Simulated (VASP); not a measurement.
# As (R-3m) in VASP: further runs

The runs below take As through single point, relaxation of cell and atoms, with PBE.

Everything below comes from runs of VASP 6.6.1. Logs are shortened: lines on timing, memory, paths and dates and some standing lists are left out, and cuts for length are marked.

## Step 1: The cell of the first run

Symmetry: R-3m, No. 166, trigonal system. The conventional cell has a = 3.760 Å, b = 3.760 Å, c = 10.457 Å, α = 90.00°, β = 90.00°, γ = 120.00°. As (site symmetry 3m) has 6 As at 2.52 to 3.10 Å within 3.3 Å.

## Step 2: Single point, PBE

File INCAR:

```
ALGO     = Normal         # electronic algorithm
EDIFF    = 1E-6           # SCF threshold, eV
ENCUT    = 520            # plane-wave cutoff, eV
GGA      = PE             # functional
ISIF     = 2              # what is computed and relaxed
ISMEAR   = 0              # smearing method
LASPH    = True           # aspherical terms in the spheres
LCHARG   = False          # write CHGCAR
LREAL    = False          # projectors in reciprocal space
LWAVE    = False          # write WAVECAR
NBANDS   = 12             # bands
NELM     = 60             # most SCF steps
PREC     = Accurate       # precision mode
SIGMA    = 0.1            # smearing width, eV
```

File KPOINTS:

```
k-points
0
Gamma
  6 6 6
```

File POSCAR:

```
As
1.0
    1.8797500000      1.0852741700      3.4857666700
   -1.8797500000      1.0852741700      3.4857666700
    0.0000000000     -2.1705483400      3.4857666700
As
2
Direct
    0.2275400000      0.2275400000      0.2275400000
    0.7724600000      0.7724600000      0.7724600000
```

Potentials or basis: VASP PAW PBE potentials, release 64 (As).

Started as:

```
$ cat potpaw_PBE.64/As/POTCAR > POTCAR
$ mpirun -np 1 vasp_std > vasp.out
```

OUTCAR:

```text
EDIFF = 1E-6
   ENCUT = 520
   GGA = PE
   ISIF = 2
   ISMEAR = 0
   LASPH = True
   LREAL = False
   NELM = 60
   PREC = Accurate

 ion  position               nearest neighbor table
   1  0.228  0.228  0.228-   2 2.52   2 2.52   2 2.52
   2  0.772  0.772  0.772-   1 2.52   1 2.52   1 2.52

  LATTYP: Found a trigonal (rhomboedric) cell.
 ALAT       =     4.1063182249
 COS(alpha) =     0.5808929386

  Lattice vectors:

 A1 = (   1.8797500000,   1.0852741700,   3.4857666700)
 A2 = (  -1.8797500000,   1.0852741700,   3.4857666700)
 A3 = (   0.0000000000,  -2.1705483400,   3.4857666700)

Analysis of symmetry for initial positions (statically):
=====================================================================
 Subroutine PRICEL returns:
 Original cell was already a primitive cell.

 Routine SETGRP: Setting up the symmetry group for a
 trigonal (rhombohedral) supercell.

 Subroutine GETGRP returns: Found 12 space group operations
 (whereof 12 operations were pure point group operations)
 out of a pool of 12 trial point group operations.

The static configuration has the point symmetry D_3d.

Analysis of symmetry for dynamics (positions and initial velocities):
=====================================================================
 Subroutine PRICEL returns:
 Original cell was already a primitive cell.

 Routine SETGRP: Setting up the symmetry group for a
 trigonal (rhombohedral) supercell.

 Subroutine GETGRP returns: Found 12 space group operations
 (whereof 12 operations were pure point group operations)
 out of a pool of 12 trial point group operations.

The dynamic configuration has the point symmetry D_3d.

 Subroutine INISYM returns: Found 12 space group operations
 (whereof 12 operations are pure point group operations),
 and found     1 'primitive' translations

----------------------------------------------------------------------------------------

                                     Primitive cell

  volume of cell :      42.6667

  direct lattice vectors                    reciprocal lattice vectors
     1.879750000  1.085274170  3.485766670     0.265992818  0.153571025  0.095626978
    -1.879750000  1.085274170  3.485766670    -0.265992818  0.153571025  0.095626978
     0.000000000 -2.170548340  3.485766670     0.000000000 -0.307142050  0.095626978

  length of vectors
     4.106318225  4.106318225  4.106318226     0.321684252  0.321684252  0.321684252

  position of ions in fractional coordinates (direct lattice)
     0.227540000  0.227540000  0.227540000
     0.772460000  0.772460000  0.772460000

  ion indices of the primitive-cell ions
   primitive index   ion index
                 1           1
                 2           2

----------------------------------------------------------------------------------------

 KPOINTS: k-points

Automatic generation of k-mesh.
 Grid dimensions read from file:
 generate k-points for:    6    6    6

 Generating k-lattice:

  Cartesian coordinates                     Fractional coordinates (reciprocal lattice)
     0.044332136  0.025595171  0.015937830     0.166666667  0.000000000  0.000000000
    -0.044332136  0.025595171  0.015937830     0.000000000  0.166666667  0.000000000
     0.000000000 -0.051190342  0.015937830     0.000000000  0.000000000  0.166666667

  Length of vectors
     0.053614042  0.053614042  0.053614042

  Shift w.r.t. Gamma in fractional coordinates (k-lattice)
     0.000000000  0.000000000  0.000000000

 Subroutine IBZKPT returns following result:
 ===========================================

 Found     32 irreducible k-points:

 Following reciprocal coordinates:
            Coordinates               Weight
  0.000000  0.000000  0.000000      1.000000
  0.166667  0.000000  0.000000      6.000000
  0.333333  0.000000  0.000000      6.000000
  0.500000  0.000000  0.000000      3.000000
  0.166667  0.166667  0.000000      6.000000
  0.333333  0.166667  0.000000     12.000000
[... 16 lines left out ...]
  0.500000  0.500000  0.166667      6.000000
 -0.333333  0.500000  0.166667     12.000000
 [... further k-points ...]
   k-points           NKPTS =     32   k-points in BZ     NKDIM =     32   number of bands    NBANDS=     12
   number of dos      NEDOS =    301   number of ions     NIONS =      2
   total plane-waves  NPLWV =  32768
   dimension x,y,z NGX =    32 NGY =   32 NGZ =   32
   dimension x,y,z NGXF=    64 NGYF=   64 NGZF=   64
   ions per type =               2
   NGX,Y,Z   is equivalent  to a cutoff of  12.96, 12.96, 12.96 a.u.
   NGXF,Y,Z  is equivalent  to a cutoff of  25.91, 25.91, 25.91 a.u.
 SYSTEM =  unknown system
   PREC   = accura    normal or accurate (medium, high low for compatibility)
   ISTART =      0    job   : 0-new  1-cont  2-samecut
   ICHARG =      2    charge: 1-file 2-atom 10-const
   ISPIN  =      1    spin polarized calculation?
   LNONCOLLINEAR =      F non collinear calculations
   LSORBIT =      F    spin-orbit coupling
   LASPH  =      T    aspherical Exc in radial PAW
   ENCUT  =  520.0 eV  38.22 Ry    6.18 a.u.   7.64  7.64  7.64*2*pi/ulx,y,z
   NELM   =     60;   NELMIN=  2; NELMDL= -5     # of ELM steps
   EDIFF  = 0.1E-05   stopping-criterion for ELM
   LREAL  =      F    real-space projection
   EDIFFG = 0.1E-04   stopping-criterion for IOM
   NSW    =      0    number of steps for IOM
   IBRION =     -1    ionic relax: 0-MD 1-quasi-New 2-CG
   NFREE  =      0    steps in history (QN), initial steepest desc. (CG)
   ISIF   =      2    stress and relaxation
   ISYM   =      2    0-nonsym 1-usesym 2-fastsym
   POTIM  = 0.5000    time-step for ionic-motion
   TEBEG  =    0.0;   TEEND  =   0.0 temperature during run
   PSTRESS=    0.0 pullay stress
   NELECT =      10.0000    total number of electrons
   NUPDOWN=      -1.0000    fix difference up-down
   EMIN   =  10.00;   EMAX   =-10.00  energy-range for DOS
   EFERMI =   0.00;   METHOD = LEGACY
   ISMEAR =     0;   SIGMA  =   0.10  broadening in eV -4-tet -1-fermi 0-gaus
   EFERMI_NEDOS =   21; number of points for ismear=-14 and -15
   IALGO  =     38    algorithm
   IMIX   =      4    mixing-type and parameters
     AMIX     =   0.40;   BMIX     =  1.00
     AMIX_MAG =   1.60;   BMIX_MAG =  1.00
  volume/ion in A,a.u.               =      21.33       143.96
  Fermi-wavevector in a.u.,A,eV,Ry     =   1.009358  1.907410 13.861657  1.018803
  Thomas-Fermi vector in A             =   2.142281
   LORBIT       =      0    0 simple, 1 ext, 2 COOP (PROOUT), +10 PAW based schemes
   GGA     = PE    functional components
   LHFCALC =     F    Hartree Fock is set to
   AEXX    =    0.0000 exact exchange contribution
   IVDW    =     0    specifies the selected vdW correction
   LEPSILON=     F    determine dielectric tensor
   LRPA    =     F    only Hartree local field effects (RPA)
 non-spin polarized calculation
 Gauss-broadening in eV      SIGMA  =   0.10
  energy-cutoff  :      520.00
  volume of cell :       42.67
 maximum number of plane-waves:      1161
 NGX is ok and might be reduce to    32
   NGX = 15   NGY = 15   NGZ = 15

 number of electron      10.0000000 magnetization

 Free energy of the ion-electron system (eV)
  ---------------------------------------------------
  ext. energy  EPLUGINS =         0.00000000
  ---------------------------------------------------
  free energy    TOTEN  =        -9.35660530 eV

  energy without entropy =       -9.35503530  energy(sigma->0) =       -9.35582030

 E-fermi :   5.5881     XC(G=0): -10.0185

 val. band max:        5.2535978156   @ k =   0.5000   0.0000   0.0000
 cond. band min:       5.5881084961   @ k =   0.3333   0.1667   0.1667
 fundamental gap:      0.3345106806
 Fermi energy:         5.5880737789

 k-point     1 :       0.0000    0.0000    0.0000
  band No.  band energies     occupation
      1      -9.5276      2.00000
      2      -0.2067      2.00000
      3       3.0133      2.00000
      4       3.5475      2.00000
      5       3.5475      2.00000
      6       7.3337      0.00000
      7       8.5247      0.00000
      8       8.5247      0.00000
      9      12.3372      0.00000
     10      12.3372      0.00000
     11      12.7545      0.00000
     12      14.2467      0.00000

 k-point     2 :       0.1667    0.0000    0.0000
  band No.  band energies     occupation
      1      -9.1544      2.00000
      2      -1.4192      2.00000
      3       2.9513      2.00000
      4       3.3133      2.00000
      5       3.6997      2.00000
      6       7.4154      0.00000
      7       8.0021      0.00000
      8       8.1232      0.00000
      9      11.2408      0.00000
     10      11.9463      0.00000
     11      12.4480      0.00000
     12      16.3039      0.00000

 k-point     3 :       0.3333    0.0000    0.0000
  band No.  band energies     occupation
      1      -8.0660      2.00000
      2      -3.7724      2.00000
      3       2.7639      2.00000
      4       2.9405      2.00000
      5       4.4303      2.00000
      6       6.1906      0.00000
      7       6.6986      0.00000
      8       7.2166      0.00000
      9      12.3608      0.00000
     10      13.5022      0.00000
     11      14.5243      0.00000
     12      17.8927      0.00000

 k-point     4 :       0.5000    0.0000    0.0000
  band No.  band energies     occupation
      1      -6.7622      2.00000
      2      -5.5945      2.00000
      3       2.7877      2.00000
      4       2.8184      2.00000
      5       5.2007      2.00000
      6       5.2536      2.00000
      7       5.8255      0.00079
      8       6.8096      0.00000
      9      14.6010      0.00000
     10      14.7797      0.00000
     11      17.0536      0.00000
     12      17.2243      0.00000

 k-point     5 :       0.1667    0.1667    0.0000
  band No.  band energies     occupation
      1      -9.0745      2.00000
      2      -1.4961      2.00000
      3       2.1921      2.00000
      4       2.8325      2.00000
      5       4.5651      2.00000
      6       6.7840      0.00000
      7       7.8995      0.00000
      8       9.2137      0.00000
      9      11.2563      0.00000
     10      12.7410      0.00000
     11      13.2744      0.00000
     12      15.1692      0.00000
[... 228 lines left out ...]
      1      -6.4758      2.00000
      2      -5.0710      2.00000
      3       0.3255      2.00000
      4       0.4618      2.00000
      5       4.3896      2.00000
      6       6.5463      0.00000
      7       9.8717      0.00000
      8      10.1191      0.00000
      9      12.4126      0.00000
     10      13.1761      0.00000
     11      17.7766      0.00000
     12      18.2631      0.00000

 k-point    22 :      -0.1667    0.3333    0.1667
  band No.  band energies     occupation
      1      -7.1780      2.00000
      2      -4.2984      2.00000
      3       0.4658      2.00000
      4       1.7097      2.00000
      5       3.2370      2.00000
      6       7.1058      0.00000
      7       8.8888      0.00000
      8       9.3446      0.00000
      9      11.6940      0.00000
     10      15.3752      0.00000
     11      16.0319      0.00000
     12      17.5624      0.00000

 k-point    23 :       0.5000    0.5000    0.1667
  band No.  band energies     occupation
      1      -7.2555      2.00000
      2      -3.8687      2.00000
      3      -0.5227      2.00000
      4       1.7831      2.00000
      5       2.4062      2.00000
      6       7.8007      0.00000
      7       9.9553      0.00000
      8      11.6851      0.00000
      9      11.9581      0.00000
     10      16.4932      0.00000
     11      17.0214      0.00000
     12      17.3321      0.00000

 k-point    24 :      -0.3333    0.5000    0.1667
  band No.  band energies     occupation
      1      -6.4782      2.00000
      2      -4.6429      2.00000
      3      -0.5761      2.00000
      4       0.4308      2.00000
      5       3.3561      2.00000
      6       7.8271      0.00000
      7       9.4220      0.00000
      8      12.0844      0.00000
      9      12.2471      0.00000
     10      14.2115      0.00000
     11      17.3648      0.00000
     12      18.4544      0.00000

 [... further k-points ...]

------------------------ aborting loop because EDIFF is reached ----------------------------------------

  FORCE on cell =-STRESS in cart. coord.  units (eV):
  Direction    XX          YY          ZZ          XY          YZ          ZX
  --------------------------------------------------------------------------------------
  -------------------------------------------------------------------------------------
  Total        1.1489293      1.1489293      0.7163484     -0.0000000     -0.0000000      0.0000000
  in kB       43.1434402     43.1434403     26.8995940     -0.0000000     -0.0000000      0.0000000
  external PRESSURE =      37.7288248 kB  Pullay stress =       0.0000000 kB

 VOLUME and BASIS-vectors are now :
 -----------------------------------------------------------------------------
  energy-cutoff  :      520.00
  volume of cell :       42.67
      direct lattice vectors                 reciprocal lattice vectors
     1.879750000  1.085274170  3.485766670     0.265992818  0.153571025  0.095626978
    -1.879750000  1.085274170  3.485766670    -0.265992818  0.153571025  0.095626978
     0.000000000 -2.170548340  3.485766670     0.000000000 -0.307142050  0.095626978

 POSITION                                       TOTAL-FORCE (eV/Angst)
 -----------------------------------------------------------------------------------
      0.00000      0.00000      2.37945         0.000000     -0.000000      0.163188
      0.00000      0.00000      8.07785         0.000000      0.000000     -0.163188
 -----------------------------------------------------------------------------------
    total drift:                               -0.000000      0.000000     -0.000000

  FREE ENERGIE OF THE ION-ELECTRON SYSTEM (eV)
  ---------------------------------------------------
  free  energy   TOTEN  =        -9.3566053004 eV

  energy  without entropy=       -9.3550353046  energy(sigma->0) =       -9.35582030
```

Run time: 27 s. Hardware: 1 thread of AMD EPYC 7R13, shared host; peak memory 0.14 GiB.

Results:

```yaml
Free_energy: -9.3566 eV
Pressure: 3.8 GPa
Largest_force: 0.163 eV/Å
Band_gap_on_the_k_mesh: zero (bands 5 and 6 overlap by 0.33 eV)
```

Forces on the atoms (eV/Å):
```
As   0.000  0.000  0.163
As   0.000  0.000 -0.163
```

Caveat: the cell stands under pressure.

## Step 3: Single point, PBE

This run uses another cell than the first one, of 22.74 Å³/atom.

File INCAR:

```
PREC     = Accurate       # precision mode
ENCUT    = 520            # plane-wave cutoff, eV
EDIFF    = 1E-7           # SCF threshold, eV
ISMEAR   = 0              # smearing method
SIGMA    = 0.1            # smearing width, eV
LREAL    = F              # projectors in reciprocal space
LASPH    = T              # aspherical terms in the spheres
NELM     = 100            # most SCF steps
ALGO     = Normal         # electronic algorithm
ISIF     = 2              # what is computed and relaxed
LWAVE    = F              # write WAVECAR
LCHARG   = T              # write CHGCAR
GGA      = PE             # functional
LELF     = T              # ELF
LVHAR    = T            
NBANDS   = 12             # bands
```

File KPOINTS:

```
regular mesh
0
Gamma
  15 15 15
```

File POSCAR:

```
As
1.0
    1.9042448841      1.0994162965      3.6199801760
   -1.9042448841      1.0994162965      3.6199801760
    0.0000000000     -2.1988325929      3.6199801760
As
2
Direct
    0.2260595141      0.2260595141      0.2260595141
    0.7739404859      0.7739404859      0.7739404859
```

Potentials or basis: VASP PAW PBE potentials, release 64 (As).

Started as:

```
$ cat potpaw_PBE.64/As/POTCAR > POTCAR
$ mpirun -np 1 vasp_std > vasp.out
```

Run time: 4.8 min. Hardware: 1 thread of AMD EPYC 7R13, shared host; peak memory 0.26 GiB.

The run converged. Its results:

```
Free energy            : -9.3423 eV
Pressure               : 0.2 GPa
Largest force          : 0.044 eV/Å
Band gap on the k mesh : zero (bands 5 and 6 overlap by 0.42 eV)
```

Forces on the atoms (eV/Å):
```
As   0.000  0.000  0.044
As   0.000  0.000 -0.044
```

Stress tensor (GPa, compression positive):
```
0.24 0.00 0.00
0.00 0.24 0.00
0.00 0.00 0.16
```

Levels at points of the mesh, in eV from the Fermi level:
| k point | band 2 | band 3 | band 4 | band 5 | band 6 | band 7 | band 8 | band 9 |
| --- | --- | --- | --- | --- | --- | --- | --- | --- |
| (0.00, 0.00, 0.00) | -6.20 | -2.52 | -1.95 | -1.95 | 1.50 | 2.71 | 2.71 | 6.89 |

## Step 4: Relaxation of cell and atoms, PBE

File INCAR:

```
SYSTEM = As
PREC = Accurate
ENCUT = 600
EDIFF = 1E-6
ISMEAR = 0
SIGMA = 0.1
LREAL = .False.
LASPH = .True.
NELM = 60
ALGO = Normal
ISIF = 3
LWAVE = .False.
LCHARG = .False.
GGA = PE
IBRION = 2
NSW = 100
EDIFFG = -0.002
```

File KPOINTS:

```
Automatic mesh
0
Gamma
  15 15 15
  0 0 0
```

File POSCAR:

```
As
1.0
    1.8797500000      1.0852741700      3.4857666700
   -1.8797500000      1.0852741700      3.4857666700
    0.0000000000     -2.1705483400      3.4857666700
As
2
Direct
    0.2275400000      0.2275400000      0.2275400000
    0.7724600000      0.7724600000      0.7724600000
```

Started as:

```
$ cat potpaw_PBE.64/As/POTCAR > POTCAR
$ mpirun -np 1 vasp_std > vasp.out
```

Wall time 30 min (1 thread of AMD EPYC 7R13, shared host); peak memory 0.3 GiB.

The run converged. Its results:

```
Free energy                           : -9.3424 eV
Relaxed volume                        : 22.71 Å³/atom
Relaxed cell                          : a = 4.225 Å, b = 4.225 Å, c = 4.225 Å, α = 53.66°, β = 53.66°, γ = 53.66°
Space group after relaxing (to 0.1 Å) : R-3m (No. 166)
Energy gained by relaxing             : 13.3 meV/atom
Ionic steps                           : 11
Pressure after relaxing               : 0.0 GPa
Band gap on the k mesh                : zero (bands 5 and 6 overlap by 0.40 eV)
```

Step by step:
```
step  energy change (eV)  largest force (eV/Å)  pressure (GPa)  volume (Å³)
   1              0.0000                0.2803            3.93        42.67
   2             -0.0113                0.3754           -2.25        45.98
   3             -0.0243                0.1152            0.15        44.52
   4             -0.0252                0.0583            0.08        44.69
   5             -0.0255                0.0024            0.03        44.86
   6             -0.0259                0.0009            0.04        44.93
   7             -0.0265                0.0064            0.06        45.17
   8             -0.0264                0.0227            0.17        45.62
   9             -0.0267                0.0142            0.11        45.36
  10             -0.0264                0.0435           -0.31        45.65
  11             -0.0267                0.0013            0.00        45.43
```

Final structure:
```
CELL_PARAMETERS angstrom
1.90692 1.10096 3.60623
-1.90692 1.10096 3.60623
0.00000 -2.20193 3.60623
ATOMIC_POSITIONS crystal
As 0.22643 0.22643 0.22643
As 0.77357 0.77357 0.77357
```

Levels at points of the mesh, in eV from the Fermi level:
| k point | band 2 | band 3 | band 4 | band 5 | band 6 | band 7 | band 8 | band 9 |
| --- | --- | --- | --- | --- | --- | --- | --- | --- |
| (0.00, 0.00, 0.00) | -6.18 | -2.50 | -1.94 | -1.94 | 1.55 | 2.74 | 2.74 | 6.87 |

PBE usually gives volumes a little too large and moduli too small. Zero-point motion and thermal expansion aren't in these numbers.

## Step 5: The runs side by side

```csv
task,cell,k mesh,cutoff (eV),gap on the mesh (eV),pressure (GPa),largest force (eV/Å)
single point,"a = 4.106 Å, angles 54.5°, 2 atoms, atomic positions A",6 × 6 × 6,520,none,3.8,0.16
single point,"a = 4.235 Å, angles 53.4°, 2 atoms, atomic positions B",15 × 15 × 15,520,none,0.2,0.04
relaxation of cell and atoms,"relaxed from a = 4.106 Å, angles 54.5°, 2 atoms, atomic positions A",15 × 15 × 15,600,none,0.0,-
```

Alike in all rows: level PBE; potentials or basis VASP PAW PBE potentials, release 64 (As); no spin polarisation; smearing gaussian 0.1 eV.

Caveats: the cell stands under pressure (at least some runs).

Absolute energies hang on the potentials; compare differences alone.

The gap in the log of VASP goes by the Fermi energy; the results here count the filled bands.